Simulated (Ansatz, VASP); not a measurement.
**One calculation of GaN, two programs**

```
CELL_PARAMETERS angstrom
0.00000 2.25350 2.25350
2.25350 0.00000 2.25350
2.25350 2.25350 0.00000
ATOMIC_POSITIONS crystal
Ga 0.00000 0.00000 0.00000
N 0.25000 0.25000 0.25000
```

Alike in both runs: task single point; functional PBE-based screened hybrid with a share of 0.25 of exact exchange and HFSCREEN = 0.2078699; k mesh 6 × 6 × 6; occupations fermi-dirac, width 0.05 eV; no spin polarisation.

```csv
,VASP,Ansatz
version,VASP 6.6.1,Ansatz 0.2.0
potentials or method,"VASP PAW PBE potentials, release 64 (Ga_d, N)",Ansatz PAW
plane-wave cutoff (eV),520,420
valence electrons in the cell,18,18
```

|  | VASP | Ansatz | Ansatz less VASP |
| --- | --- | --- | --- |
| gap on the k mesh at the Fermi level (eV) | 2.98 | 2.96 | -0.016 |
| least direct gap on the mesh (eV) | 2.98 | 2.96 | -0.016 |
| pressure (GPa) | -1.3 | -1.2 | +0.04 |

VASP's potentials were made for PBE, not for PBE-based screened hybrid.
